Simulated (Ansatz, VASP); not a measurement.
# Two plane-wave programs on ZnPb2N2

```
Zn Pb N
1.0
     3.64673    0.00000    0.00000
     0.00000   11.48220    0.00000
     0.00000    0.00000    6.60782
Zn Pb N
2 4 4
Cartesian
  1.8234 5.7411 4.0842
  0.0000 0.0000 2.5236
  1.8234 8.4556 1.7755
  1.8234 3.0267 1.7755
  0.0000 8.7678 4.8324
  0.0000 2.7145 4.8324
  1.8234 3.9113 3.9834
  1.8234 7.5709 3.9834
  0.0000 1.8298 2.6244
  0.0000 9.6524 2.6244
```

Alike in both runs: task single point; functional PBE; k mesh 6 × 2 × 4; occupations gaussian, width 0.1 eV; no spin polarisation.

|  | VASP | Ansatz |
| --- | --- | --- |
| version | VASP 6.6.1 | Ansatz 0.2.0 |
| potentials or method | VASP PAW PBE potentials, release 64 (Zn, Pb_d, N), cutoff 520 eV | scalar-relativistic, plane waves, PAW |
| valence electrons in the cell | 100 | 100 |

Ansatz gave:

| Item | Value |
| --- | --- |
| gap on the k mesh at the Fermi level (eV) | 0.64 |
| least direct gap on the mesh (eV) | 0.79 |
| pressure (GPa) | -0.3 |
| traceless stress, the component that is largest in VASP (GPa) | -0.49 |
| rms of the force components (eV/Å) | 0.064 |

Question: Which values does VASP return?

Answer: gap on the k mesh at the Fermi level (eV): 0.63; least direct gap on the mesh (eV): 0.79; pressure (GPa): -0.1; traceless stress, the component that is largest in VASP (GPa): -0.16; rms of the force components (eV/Å): 0.032.

Atom by atom the forces differ by 0.039 eV/Å (rms over components).

Neither program's run includes spin-orbit coupling.
